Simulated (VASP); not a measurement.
# Si (a cell with a defect) in VASP: further runs

Runs on Si (a cell with a defect). Level: PBE. Tasks: single point.

Everything below comes from runs of VASP 6.6.1. Logs are shortened: lines on timing, memory, paths and dates and some standing lists are left out, and cuts for length are marked.

## Step 1: The cell of the first run

The cell holds a defect, 31 atoms: a = 9.474 Å, b = 9.474 Å, c = 9.474 Å, α = 109.47°, β = 109.47°, γ = 109.47°.

## Step 2: Single point, PBE (atoms taken out, then relaxed in part)

INCAR

```
PREC = Accurate
ENCUT = 520
EDIFF = 1E-6
ISMEAR = 0
SIGMA = 0.02
LREAL = Auto
LASPH = True
NELM = 80
ALGO = Normal
ISIF = 2
LWAVE = False
LCHARG = False
GGA = PE
NBANDS = 83
NELECT = 122.0
```

KPOINTS

```
Automatic mesh
0
Gamma
  2 2 2
  0.5 0.5 0.5
```

POSCAR

```
Si
1.0
    5.4700937555     -5.4700937555      5.4700937555
   -5.4700937555     -5.4700937555     -5.4700937555
    5.4700937555      5.4700937555     -5.4700937555
Si
31
Direct
    0.5000000000     -0.0111147257      0.7500000000
    0.7506368395     -0.0001784068      0.4998215932
    0.7501784068      0.7508152463      0.7500000000
   -0.0008152463     -0.0006368395      0.2491847537
   -0.0008152463      0.7491847537      0.4993631605
    0.0008152463      0.5001784068      0.7500000000
    0.2498215932     -0.0001784068      0.0006368395
    0.2493631605      0.7491847537      0.2491847537
    0.2498215932      0.5006368395      0.4998215932
    0.2388852743      0.2500000000      0.7500000000
    0.5000000000      0.7508152463      0.0001784068
    0.5000000000      0.5001784068      0.2508152463
    0.5000000000      0.2500000000      0.4888852743
    0.7611147257      0.5111147257      0.0111147257
    0.7501784068      0.2500000000      0.2508152463
    0.0008152463      0.2500000000      0.0001784068
    0.7530398353      0.2500000000      0.5038348921
    0.7530398353      0.0038348921      0.7500000000
    0.0000000000      0.2500000000      0.2500000000
    0.0007950568     -0.0030398353      0.4969601647
    0.0000000000      0.7500000000      0.7500000000
    0.2538348921      0.2500000000      0.0030398353
    0.2469601647     -0.0030398353      0.2507950568
    0.2469601647      0.7507950568      0.4969601647
    0.2538348921      0.5030398353      0.7500000000
    0.5000000000      0.0038348921      0.0030398353
    0.5000000000      0.7500000000      0.2500000000
    0.5000000000      0.5030398353      0.5038348921
    0.7461651079      0.7492049432     -0.0038348921
    0.7461651079      0.4961651079      0.2492049432
   -0.0007950568      0.4961651079     -0.0038348921
```

Potentials or basis: VASP PAW PBE potentials, release 64 (Si).

The run is started by

```sh
$ cat potpaw_PBE.64/Si/POTCAR > POTCAR
$ mpirun -np 1 vasp_std > vasp.out
```

OUTCAR:

```text
PREC = Accurate
   ENCUT = 520
   EDIFF = 1E-6
   ISMEAR = 0
   LREAL = Auto
   LASPH = True
   NELM = 80
   ISIF = 2
   GGA = PE
   NELECT = 122.0

 ion  position               nearest neighbor table
   1  0.500  0.989  0.750-  18 2.35  24 2.35  26 2.35
   2  0.751  1.000  0.500-  17 2.35  18 2.35  27 2.37  20 2.39
   3  0.750  0.751  0.750-  29 2.35  28 2.35  21 2.37  18 2.39
   4  0.999  0.999  0.249-  20 2.35  23 2.35  19 2.37  29 2.39
   5  0.999  0.749  0.499-  20 2.35  24 2.35  21 2.37  30 2.39
   6  0.001  0.500  0.750-  31 2.35  17 2.35  21 2.37  25 2.39
   7  0.250  1.000  0.001-  22 2.35  26 2.35  21 2.37  23 2.39
   8  0.249  0.749  0.249-  23 2.35  24 2.35  27 2.37  31 2.39
   9  0.250  0.501  0.500-  25 2.35  28 2.35  19 2.37  24 2.39
  10  0.239  0.250  0.750-  20 2.35  22 2.35  25 2.35
  11  0.500  0.751  0.000-  29 2.35  25 2.35  27 2.37  26 2.39
  12  0.500  0.500  0.251-  22 2.35  30 2.35  27 2.37  28 2.39
  13  0.500  0.250  0.489-  17 2.35  23 2.35  28 2.35
  14  0.761  0.511  0.011-  29 2.35  30 2.35  31 2.35
  15  0.750  0.250  0.251-  26 2.35  30 2.35  19 2.37  17 2.39
  16  0.001  0.250  0.000-  31 2.35  18 2.35  19 2.37  22 2.39
  17  0.753  0.250  0.504-   2 2.35   6 2.35  13 2.35  15 2.39
  18  0.753  0.004  0.750-   2 2.35  16 2.35   1 2.35   3 2.39
  19  0.000  0.250  0.250-   4 2.37   9 2.37  15 2.37  16 2.37
  20  0.001  0.997  0.497-   4 2.35   5 2.35  10 2.35   2 2.39
[... 9 lines left out ...]
  30  0.746  0.496  0.249-  12 2.35  15 2.35  14 2.35   5 2.39
  31  0.999  0.496  0.996-   6 2.35  16 2.35  14 2.35   8 2.39

  LATTYP: Found a body centered cubic cell.
 ALAT       =    10.9401875110

  Lattice vectors:

 A1 = (   5.4700937555,  -5.4700937555,   5.4700937555)
 A2 = (  -5.4700937555,  -5.4700937555,  -5.4700937555)
 A3 = (   5.4700937555,   5.4700937555,  -5.4700937555)

Analysis of symmetry for initial positions (statically):
=====================================================================
 Subroutine PRICEL returns:
 Original cell was already a primitive cell.

 Routine SETGRP: Setting up the symmetry group for a
 body centered cubic supercell.

 Subroutine GETGRP returns: Found 24 space group operations
 (whereof  4 operations were pure point group operations)
 out of a pool of 48 trial point group operations.

The static configuration has the point symmetry S_4 .
 The point group associated with its full space group is T_d .

Analysis of symmetry for dynamics (positions and initial velocities):
=====================================================================
 Subroutine PRICEL returns:
 Original cell was already a primitive cell.

 Routine SETGRP: Setting up the symmetry group for a
 body centered cubic supercell.

 Subroutine GETGRP returns: Found 24 space group operations
 (whereof  4 operations were pure point group operations)
 out of a pool of 48 trial point group operations.

The dynamic configuration has the point symmetry S_4 .
 The point group associated with its full space group is T_d .

 Subroutine INISYM returns: Found 24 space group operations
 (whereof  4 operations are pure point group operations),
 and found     1 'primitive' translations

----------------------------------------------------------------------------------------

                                     Primitive cell

  volume of cell :     654.7030

  direct lattice vectors                    reciprocal lattice vectors
     5.470093755 -5.470093755  5.470093755     0.091406112 -0.091406112  0.000000000
    -5.470093755 -5.470093755 -5.470093755     0.000000000 -0.091406112 -0.091406112
     5.470093755  5.470093755 -5.470093755     0.091406112  0.000000000 -0.091406112

  length of vectors
     9.474480307  9.474480307  9.474480307     0.129267763  0.129267763  0.129267763

  position of ions in fractional coordinates (direct lattice)
     0.500000000  0.988885274  0.750000000
     0.750636839  0.999821593  0.499821593
     0.750178407  0.750815246  0.750000000
     0.999184754  0.999363161  0.249184754
     0.999184754  0.749184754  0.499363161
     0.000815246  0.500178407  0.750000000
[... 23 lines left out ...]
     0.746165108  0.496165108  0.249204943
     0.999204943  0.496165108  0.996165108

  ion indices of the primitive-cell ions
   primitive index   ion index
                 1           1
                 2           2
                 3           3
                 4           4
                 5           5
                 6           6
[... 23 lines left out ...]
                30          30
                31          31

----------------------------------------------------------------------------------------

 KPOINTS: Automatic mesh

Automatic generation of k-mesh.
 Grid dimensions read from file:
 generate k-points for:    2    2    2

 Generating k-lattice:

  Cartesian coordinates                     Fractional coordinates (reciprocal lattice)
     0.045703056 -0.045703056  0.000000000     0.500000000  0.000000000  0.000000000
     0.000000000 -0.045703056 -0.045703056     0.000000000  0.500000000  0.000000000
     0.045703056  0.000000000 -0.045703056     0.000000000  0.000000000  0.500000000

  Length of vectors
     0.064633881  0.064633881  0.064633881

  Shift w.r.t. Gamma in fractional coordinates (k-lattice)
     0.500000000  0.500000000  0.500000000

 Subroutine IBZKPT returns following result:
 ===========================================

 Found      2 irreducible k-points:

 Following reciprocal coordinates:
            Coordinates               Weight
  0.250000  0.250000  0.250000      2.000000
 -0.250000  0.250000  0.250000      6.000000
   k-points           NKPTS =      2   k-points in BZ     NKDIM =      2   number of bands    NBANDS=     83
   number of dos      NEDOS =    301   number of ions     NIONS =     31
   total plane-waves  NPLWV = 343000
   dimension x,y,z NGX =    70 NGY =   70 NGZ =   70
   dimension x,y,z NGXF=   140 NGYF=  140 NGZF=  140
   ions per type =              31
   NGX,Y,Z   is equivalent  to a cutoff of  12.28, 12.28, 12.28 a.u.
   NGXF,Y,Z  is equivalent  to a cutoff of  24.57, 24.57, 24.57 a.u.
 SYSTEM =  unknown system
   PREC   = accura    normal or accurate (medium, high low for compatibility)
   ISTART =      0    job   : 0-new  1-cont  2-samecut
   ICHARG =      2    charge: 1-file 2-atom 10-const
   ISPIN  =      1    spin polarized calculation?
   LNONCOLLINEAR =      F non collinear calculations
   LSORBIT =      F    spin-orbit coupling
   LASPH  =      T    aspherical Exc in radial PAW
   ENCUT  =  520.0 eV  38.22 Ry    6.18 a.u.  17.62 17.62 17.62*2*pi/ulx,y,z
   NELM   =     80;   NELMIN=  2; NELMDL= -5     # of ELM steps
   EDIFF  = 0.1E-05   stopping-criterion for ELM
   LREAL  =      T    real-space projection
   EDIFFG = 0.1E-04   stopping-criterion for IOM
   NSW    =      0    number of steps for IOM
   IBRION =     -1    ionic relax: 0-MD 1-quasi-New 2-CG
   NFREE  =      0    steps in history (QN), initial steepest desc. (CG)
   ISIF   =      2    stress and relaxation
   ISYM   =      2    0-nonsym 1-usesym 2-fastsym
   POTIM  = 0.5000    time-step for ionic-motion
   TEBEG  =    0.0;   TEEND  =   0.0 temperature during run
   PSTRESS=    0.0 pullay stress
   NELECT =     122.0000    total number of electrons
   NUPDOWN=      -1.0000    fix difference up-down
   EMIN   =  10.00;   EMAX   =-10.00  energy-range for DOS
   EFERMI =   0.00;   METHOD = LEGACY
   ISMEAR =     0;   SIGMA  =   0.02  broadening in eV -4-tet -1-fermi 0-gaus
   EFERMI_NEDOS =   21; number of points for ismear=-14 and -15
   IALGO  =     38    algorithm
   IMIX   =      4    mixing-type and parameters
     AMIX     =   0.40;   BMIX     =  1.00
     AMIX_MAG =   1.60;   BMIX_MAG =  1.00
  volume/ion in A,a.u.               =      21.12       142.52
  Fermi-wavevector in a.u.,A,eV,Ry     =   0.935075  1.767036 11.896474  0.874366
  Thomas-Fermi vector in A             =   2.061946
   LORBIT       =      0    0 simple, 1 ext, 2 COOP (PROOUT), +10 PAW based schemes
   GGA     = PE    functional components
   LHFCALC =     F    Hartree Fock is set to
   AEXX    =    0.0000 exact exchange contribution
   IVDW    =     0    specifies the selected vdW correction
   LEPSILON=     F    determine dielectric tensor
   LRPA    =     F    only Hartree local field effects (RPA)
 non-spin polarized calculation
 Gauss-broadening in eV      SIGMA  =   0.02
  energy-cutoff  :      520.00
  volume of cell :      654.70
 maximum number of plane-waves:     17628
 NGX is ok and might be reduce to    70
   NGX = 35   NGY = 35   NGZ = 35

 number of electron     122.0000003 magnetization

 Free energy of the ion-electron system (eV)
  ---------------------------------------------------
  ext. energy  EPLUGINS =         0.00000000
  ---------------------------------------------------
  free energy    TOTEN  =      -174.97764088 eV

  energy without entropy =     -174.97764088  energy(sigma->0) =     -174.97764088

 E-fermi :   4.6835     XC(G=0):  -9.1364

 val. band max:        4.5549816173   @ k =   0.2500   0.2500   0.2500
 cond. band min:       5.2816005167   @ k =  -0.2500   0.2500   0.2500
 fundamental gap:      0.7266188994
 Fermi energy:         4.6835097114

 k-point     1 :       0.2500    0.2500    0.2500
  band No.  band energies     occupation
      1      -5.7070      2.00000
      2      -5.7070      2.00000
      3      -5.7070      2.00000
      4      -5.4405      2.00000
      5      -3.8391      2.00000
      6      -3.8391      2.00000
[... 65 lines left out ...]
     72       7.1250      0.00000
     73       7.1250      0.00000

 k-point     2 :      -0.2500    0.2500    0.2500
  band No.  band energies     occupation
      1      -6.1597      2.00000
      2      -5.2088      2.00000
      3      -5.2088      2.00000
      4      -5.1660      2.00000
      5      -4.9416      2.00000
      6      -4.4049      2.00000
[... 65 lines left out ...]
     72       7.6315      0.00000
     73       7.6315      0.00000
 [bands above 73 left out]

------------------------ aborting loop because EDIFF is reached ----------------------------------------

  FORCE on cell =-STRESS in cart. coord.  units (eV):
  Direction    XX          YY          ZZ          XY          YZ          ZX
  --------------------------------------------------------------------------------------
  -------------------------------------------------------------------------------------
  Total      -20.0155367    -20.0155367    -20.0155367      0.0000000      0.0000000      0.0000000
  in kB      -48.9816624    -48.9816624    -48.9816624      0.0000000      0.0000000      0.0000000
  external PRESSURE =     -48.9816624 kB  Pullay stress =       0.0000000 kB

 VOLUME and BASIS-vectors are now :
 -----------------------------------------------------------------------------
  energy-cutoff  :      520.00
  volume of cell :      654.70
      direct lattice vectors                 reciprocal lattice vectors
     5.470093755 -5.470093755  5.470093755     0.091406112 -0.091406112  0.000000000
    -5.470093755 -5.470093755 -5.470093755     0.000000000 -0.091406112 -0.091406112
     5.470093755  5.470093755 -5.470093755     0.091406112  0.000000000 -0.091406112

 POSITION                                       TOTAL-FORCE (eV/Angst)
 -----------------------------------------------------------------------------------
      1.42832     -4.04177     -6.77682         0.003772      0.003772      0.003772
      1.37101     -6.84110     -4.09713         0.005619     -0.005619     -0.001961
      4.09909     -4.10801     -4.10605        -0.005619      0.001961     -0.005619
      1.36209     -9.56918     -1.36404         0.001961      0.005619      0.005619
      4.09909     -6.83218     -1.36404        -0.005619     -0.001961      0.005619
      1.37101      1.36209     -6.83413         0.005619      0.001961      0.005619
[... 23 lines left out ...]
      2.73070     -5.43249      0.00435         0.012551      0.008794     -0.012551
      8.20079     -2.73070     -2.69744         0.012551     -0.012551      0.008794
 -----------------------------------------------------------------------------------
    total drift:                                0.000000     -0.000000     -0.000000

  FREE ENERGIE OF THE ION-ELECTRON SYSTEM (eV)
  ---------------------------------------------------
  free  energy   TOTEN  =      -174.9776408776 eV

  energy  without entropy=     -174.9776408776  energy(sigma->0) =     -174.97764088
```

Wall time 2.6 min (1 thread of Intel Xeon Platinum 8488C (Sapphire Rapids), shared host); peak memory 0.67 GiB.

Results:

* Free energy: -174.9776 eV
* Largest force: 0.020 eV/Å

Forces in eV/Å, atoms in the order of the input:
```
Si   0.004  0.004  0.004
Si   0.006 -0.006 -0.002
Si  -0.006  0.002 -0.006
Si   0.002  0.006  0.006
Si  -0.006 -0.002  0.006
Si   0.006  0.002  0.006
Si   0.006 -0.002 -0.006
Si  -0.006  0.006 -0.002
Si   0.002 -0.006 -0.006
Si  -0.004  0.004 -0.004
Si  -0.006 -0.006  0.002
Si   0.006  0.006  0.002
Si  -0.004 -0.004  0.004
Si   0.004 -0.004 -0.004
Si  -0.002  0.006 -0.006
Si  -0.002 -0.006  0.006
Si   0.009 -0.013  0.013
Si   0.013 -0.009  0.013
Si   0.000  0.000  0.000
Si  -0.013  0.013  0.009
Si   0.000  0.000  0.000
Si   0.009  0.013 -0.013
Si  -0.013  0.009  0.013
Si  -0.009  0.013  0.013
Si  -0.013 -0.009 -0.013
Si   0.013  0.013 -0.009
Si   0.000  0.000  0.000
Si  -0.013 -0.013 -0.009
Si  -0.009 -0.013 -0.013
Si   0.013  0.009 -0.013
Si   0.013 -0.013  0.009
```

Levels at points of the mesh, in eV from the Fermi level:
| k point | band 58 | band 59 | band 60 | band 61 | band 62 | band 63 | band 64 | band 65 |
| --- | --- | --- | --- | --- | --- | --- | --- | --- |
| (0.25, 0.25, 0.25) | -0.16 | -0.13 | -0.13 | -0.13 | 1.12 | 1.12 | 1.12 | 2.20 |

Caveat: the cell carries a net charge on a neutralising background, which shifts energy and pressure; the cell differs from its parent crystal (atoms taken out, then relaxed in part); the cell is charged against a uniform background, so pressure and absolute levels hang on convention.

[end of part 1 of 2]
